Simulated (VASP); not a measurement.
# SnSe (Pnma) in VASP: single point with PBEsol

Aim: the single point of SnSe with PBEsol.

Everything below comes from runs of VASP 6.6.1. Logs are shortened: lines on timing, memory, paths and dates and some standing lists are left out, and cuts for length are marked.

### 1 The cell of the first run

It takes space group Pnma (No. 62, orthorhombic). The conventional cell has a = 11.420 Å, b = 4.190 Å, c = 4.460 Å, α = 90.00°, β = 90.00°, γ = 90.00°. Within 3.6 Å of Sn (site symmetry m) lie 6 Se at 2.69 to 3.51 Å and 2 Sn at 3.60 Å. Se (site symmetry m) has 6 Sn at 2.69 to 3.51 Å within 3.6 Å.

### 2 Single point, PBEsol

POSCAR reads:

```
SnSe
1.0
   11.4200000000      0.0000000000      0.0000000000
    0.0000000000      4.1900000000      0.0000000000
    0.0000000000      0.0000000000      4.4600000000
Sn Se
4 4
Direct
    0.1230000000      0.2500000000      0.0910000000
    0.3770000000      0.7500000000      0.5910000000
    0.6230000000      0.2500000000      0.4090000000
    0.8770000000      0.7500000000      0.9090000000
    0.3570000000      0.2500000000      0.0160000000
    0.1430000000      0.7500000000      0.5160000000
    0.8570000000      0.2500000000      0.4840000000
    0.6430000000      0.7500000000      0.9840000000
```

INCAR.step1 reads:

```
SYSTEM = SnSe
PREC = Accurate
ENCUT = 520
EDIFF = 1E-7
ISMEAR = 0
SIGMA = 0.01
LREAL = .FALSE.
LASPH = .TRUE.
NELM = 60
ALGO = Normal
ISIF = 2
LWAVE = .FALSE.
LCHARG = .TRUE.
GGA = PS
NBANDS = 50
```

KPOINTS.step1 reads:

```
Automatic mesh
0
G
  2 6 6
  0 0 0
```

INCAR.step2 reads:

```
SYSTEM = SnSe
PREC = Accurate
ENCUT = 520
EDIFF = 1E-7
ISMEAR = -5
SIGMA = 0.01
LREAL = .FALSE.
LASPH = .TRUE.
NELM = 60
ALGO = Normal
ISIF = 2
LWAVE = .FALSE.
LCHARG = .FALSE.
GGA = PS
LORBIT = 10
NBANDS = 50
NEDOS = 2001
ICHARG = 11
```

KPOINTS.step2 reads:

```
Automatic mesh
0
G
  3 9 9
  0 0 0
```

Potentials or basis: VASP PAW PBE potentials, release 64 (Sn_d, Se).

Started as:

```console
$ cat potpaw_PBE.64/Sn_d/POTCAR potpaw_PBE.64/Se/POTCAR > POTCAR
$ cp INCAR.step1 INCAR
$ cp KPOINTS.step1 KPOINTS
$ mpirun -np 1 vasp_std > vasp.out
$ cp INCAR.step2 INCAR
$ cp KPOINTS.step2 KPOINTS
$ mpirun -np 1 vasp_std > vasp.out
```

OUTCAR:

```text
SYSTEM = SnSe
   PREC = Accurate
   ENCUT = 520
   EDIFF = 1E-7
   ISMEAR = -5
   LREAL = .FALSE.
   LASPH = .TRUE.
   NELM = 60
   ISIF = 2
   GGA = PS
   LORBIT = 10
   ICHARG = 11

 ion  position               nearest neighbor table
   1  0.123  0.250  0.091-   5 2.69   6 2.83   6 2.83   4 3.60   4 3.60
   2  0.377  0.750  0.591-   6 2.69   5 2.83   5 2.83   3 3.60   3 3.60
   3  0.623  0.250  0.409-   7 2.69   8 2.83   8 2.83   2 3.60   2 3.60
   4  0.877  0.750  0.909-   8 2.69   7 2.83   7 2.83   1 3.60   1 3.60
   5  0.357  0.250  0.016-   1 2.69   2 2.83   2 2.83
   6  0.143  0.750  0.516-   2 2.69   1 2.83   1 2.83
   7  0.857  0.250  0.484-   3 2.69   4 2.83   4 2.83
   8  0.643  0.750  0.984-   4 2.69   3 2.83   3 2.83

  LATTYP: Found a simple orthorhombic cell.
 ALAT       =     4.1900000000
 B/A-ratio  =     1.0644391408
 C/A-ratio  =     2.7255369928

  Lattice vectors:

 A1 = (   0.0000000000,   4.1900000000,   0.0000000000)
 A2 = (   0.0000000000,   0.0000000000,   4.4600000000)
 A3 = (  11.4200000000,   0.0000000000,   0.0000000000)

Analysis of symmetry for initial positions (statically):
=====================================================================
 Subroutine PRICEL returns:
 Original cell was already a primitive cell.

 Routine SETGRP: Setting up the symmetry group for a
 simple orthorhombic supercell.

 Subroutine GETGRP returns: Found  8 space group operations
 (whereof  2 operations were pure point group operations)
 out of a pool of  8 trial point group operations.

The static configuration has the point symmetry S_2 .
 The point group associated with its full space group is D_2h.

Analysis of symmetry for dynamics (positions and initial velocities):
=====================================================================
 Subroutine PRICEL returns:
 Original cell was already a primitive cell.

 Routine SETGRP: Setting up the symmetry group for a
 simple orthorhombic supercell.

 Subroutine GETGRP returns: Found  8 space group operations
 (whereof  2 operations were pure point group operations)
 out of a pool of  8 trial point group operations.

The dynamic configuration has the point symmetry S_2 .
 The point group associated with its full space group is D_2h.

 Subroutine INISYM returns: Found  8 space group operations
 (whereof  2 operations are pure point group operations),
 and found     1 'primitive' translations

[... 124 lines left out ...]
   EFERMI_NEDOS =   21; number of points for ismear=-14 and -15
   IALGO  =     38    algorithm
   IMIX   =      4    mixing-type and parameters
     AMIX     =   0.40;   BMIX     =  1.00
     AMIX_MAG =   1.60;   BMIX_MAG =  1.00
  volume/ion in A,a.u.               =      26.68       180.02
  Fermi-wavevector in a.u.,A,eV,Ry     =   1.180411  2.230653 18.957944  1.393370
  Thomas-Fermi vector in A             =   2.316704
   LORBIT       =     10    0 simple, 1 ext, 2 COOP (PROOUT), +10 PAW based schemes
   GGA     = PS    functional components
   LHFCALC =     F    Hartree Fock is set to
   AEXX    =    0.0000 exact exchange contribution
   IVDW    =     0    specifies the selected vdW correction
   LEPSILON=     F    determine dielectric tensor
   LRPA    =     F    only Hartree local field effects (RPA)
 non-spin polarized calculation
 Fermi weights with tetrahedron method with Bloechl corrections
  energy-cutoff  :      520.00
  volume of cell :      213.41
 maximum number of plane-waves:      5769
 NGX is ok and might be reduce to    90

 number of electron      80.0000000 magnetization

 Free energy of the ion-electron system (eV)
  ---------------------------------------------------
  ext. energy  EPLUGINS =         0.00000000
  ---------------------------------------------------
  free energy    TOTEN  =       -35.86854402 eV

  energy without entropy =      -35.86854402  energy(sigma->0) =      -35.86854402

 E-fermi :   5.3530     XC(G=0):  -9.8762

 val. band max:        5.3394269641   @ k =   0.0000   0.0000   0.3333
 cond. band min:       5.8174749659   @ k =   0.0000   0.3333   0.0000
 fundamental gap:      0.4780480018
 Fermi energy:         5.3529851074

 k-point     1 :       0.0000    0.0000    0.0000
  band No.  band energies     occupation
      1     -15.9126      2.00000
      2     -15.8995      2.00000
      3     -15.8988      2.00000
      4     -15.8970      2.00000
      5     -15.8934      2.00000
      6     -15.8933      2.00000
[... 1261 lines left out ...]
     49       9.5070      0.00000
     50       9.6105      0.00000

 [... further k-points ...]

------------------------ aborting loop because EDIFF is reached ----------------------------------------

  FORCE on cell =-STRESS in cart. coord.  units (eV):
  Direction    XX          YY          ZZ          XY          YZ          ZX
  --------------------------------------------------------------------------------------
  -------------------------------------------------------------------------------------
  Total        1.5777229     -1.7452449     -2.0346939      0.0000000      0.0000000      0.0000000
  in kB       11.8447613    -13.1024337    -15.2754737      0.0000000      0.0000000      0.0000000
  external PRESSURE =      -5.5110487 kB  Pullay stress =       0.0000000 kB

 VOLUME and BASIS-vectors are now :
 -----------------------------------------------------------------------------
  energy-cutoff  :      520.00
  volume of cell :      213.41
      direct lattice vectors                 reciprocal lattice vectors
    11.420000000  0.000000000  0.000000000     0.087565674  0.000000000  0.000000000
     0.000000000  4.190000000  0.000000000     0.000000000  0.238663484  0.000000000
     0.000000000  0.000000000  4.460000000     0.000000000  0.000000000  0.224215247

 POSITION                                       TOTAL-FORCE (eV/Angst)
 -----------------------------------------------------------------------------------
      1.40466      1.04750      0.40586        -0.246883      0.000000      0.047988
      4.30534      3.14250      2.63586         0.246883      0.000000      0.047988
      7.11466      1.04750      1.82414        -0.246883      0.000000     -0.047988
     10.01534      3.14250      4.05414         0.246883     -0.000000     -0.047988
      4.07694      1.04750      0.07136         0.206421      0.000000     -0.048840
      1.63306      3.14250      2.30136        -0.206421      0.000000     -0.048840
      9.78694      1.04750      2.15864         0.206421      0.000000      0.048840
      7.34306      3.14250      4.38864        -0.206421      0.000000      0.048840
 -----------------------------------------------------------------------------------
    total drift:                                0.000000     -0.000000      0.000000

  FREE ENERGIE OF THE ION-ELECTRON SYSTEM (eV)
  ---------------------------------------------------
  free  energy   TOTEN  =       -35.8685440236 eV

  energy  without entropy=      -35.8685440236  energy(sigma->0) =      -35.86854402

 total charge

# of ion       s       p       d       tot
------------------------------------------
    1        1.339   0.758   9.998  12.094
    2        1.339   0.758   9.998  12.094
    3        1.339   0.758   9.998  12.094
    4        1.339   0.758   9.998  12.094
    5        1.475   2.308   0.026   3.809
    6        1.475   2.308   0.026   3.809
    7        1.475   2.308   0.026   3.809
    8        1.475   2.308   0.026   3.809
--------------------------------------------------
tot         11.256  12.261  40.095  63.612
```

Wall time 5.1 min (1 thread of Intel Xeon 6975P-C (Granite Rapids), shared host); peak memory 0.55 GiB.

What came out:

```yaml
Valence_electrons_inside_the_program's_atomic_spheres: Sn 12.09; Se 3.81
```

Levels at points of the mesh, in eV from the valence-band top:
```
           k point  band 37  band 38  band 39  band 40  band 41  band 42  band 43  band 44
(0.00, 0.00, 0.00)    -1.54    -1.20    -0.78    -0.56     0.73     2.90     2.95     2.98
```

Caveat: the PAW data sets were made with another functional, which shifts forces and pressure a little; spin-orbit coupling is left out, which moves the levels of the heavy elements.
